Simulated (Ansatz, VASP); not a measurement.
Two plane-wave programs on ZnS

```
Zn S
1.0
     0.00000    2.72156    2.72156
     2.72156    0.00000    2.72156
     2.72156    2.72156    0.00000
Zn S
1 1
Direct
  0.00000 0.00000 0.00000
  0.90910 0.69697 0.69697
```

Change from the starting cell: all S atoms moved -0.500 Å, as atom 2 towards its neighbour atom 1 (Zn) at 2.357 Å.

Alike in both runs: task single point; functional PBE; k mesh 8 × 8 × 8; occupations gaussian, width 0.05 eV; no spin polarisation.

|  | VASP | Ansatz |
| --- | --- | --- |
| version | VASP 6.6.1 | Ansatz 0.2.0 |
| potentials or method | VASP PAW PBE potentials, release 64 (Zn, S), cutoff 520 eV | scalar-relativistic, plane waves, PAW |
| valence electrons in the cell | 18 | 18 |

```tsv
	VASP	Ansatz	Ansatz less VASP
gap on the k mesh at the Fermi level (eV)	2.07	2.06	-0.009
least direct gap on the mesh (eV)	2.07	2.06	-0.009
pressure (GPa)	3.6	3.4	-0.15
traceless stress, the component that is largest in VASP (GPa)	1.87	1.79	-0.079
rms of the force components (eV/Å)	0.422	0.418	-0.0037
```

Atom by atom the forces differ by 0.004 eV/Å (rms over components). With one functional, cell and mesh, what is left measures potentials, basis and numerics.
